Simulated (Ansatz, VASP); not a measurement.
Li: VASP beside Ansatz

```
Li
1.0
     1.71834   -5.45094    0.00000
     1.71834    5.45094    0.00000
     0.00000    0.00000    4.54764
Li
4
Direct
  0.09800 0.90200 0.91000
  0.59800 0.40200 0.59000
  0.90200 0.09800 0.09000
  0.40200 0.59800 0.41000
```

Alike in both runs: task single point; functional r2SCAN; k mesh 6 × 6 × 4; occupations gaussian, width 0.1 eV; no spin polarisation.

```csv
,VASP,Ansatz
version,VASP 6.6.1,Ansatz 0.2.0
potentials or method,"VASP PAW PBE potentials, release 64 (Li_sv), cutoff 520 eV","scalar-relativistic, plane waves, PAW"
valence electrons in the cell,12,12
```

|  | VASP | Ansatz | Ansatz less VASP |
| --- | --- | --- | --- |
| gap on the k mesh at the Fermi level (eV) | none | none | - |
| rms of the force components (eV/Å) | 0.900 | 0.905 | +0.0056 |

VASP's potentials were made for PBE, not for r2SCAN. Atom by atom the forces differ by 0.011 eV/Å (rms over components). A gap of «none» marks a metal or a gap that the smearing closes. With one functional, cell and mesh, what is left measures potentials, basis and numerics.

Noted on VASP's run: the cutoff is short for stress, so the pressure is rough.
